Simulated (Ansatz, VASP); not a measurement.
## Two plane-wave programs on LiH

```
Li H
1.0
     3.18838    0.00000    0.00000
    -1.59419    2.76122    0.00000
     0.00000    0.00000    3.98600
Li H
2 2
Cartesian
  0.0000 1.8408 0.9965
  1.5942 0.9204 2.9895
  1.5942 0.9204 0.9965
  0.0000 1.8408 2.9895
```

Alike in both runs: task single point; functional r2SCAN; k mesh 9 × 9 × 6; no spin polarisation.

|  | VASP | Ansatz |
| --- | --- | --- |
| version | VASP 6.6.1 | Ansatz 0.2.0 |
| potentials or method | VASP PAW PBE potentials, release 64 (Li_sv, H) | plane waves, PAW |
| plane-wave cutoff (eV) | 520 | 500 |
| occupations | gaussian, width 0.01 eV | fixed |
| valence electrons in the cell | 8 | 8 |

Ansatz gave:

- gap on the k mesh at the Fermi level (eV): 2.23

Question: Estimate VASP's values.

Answer: gap on the k mesh at the Fermi level (eV): 2.19.

VASP's potentials were made for PBE, not for r2SCAN.

Noted on VASP's run: the cutoff is under 1.25 times that of the potentials, so the pressure is a little rough.
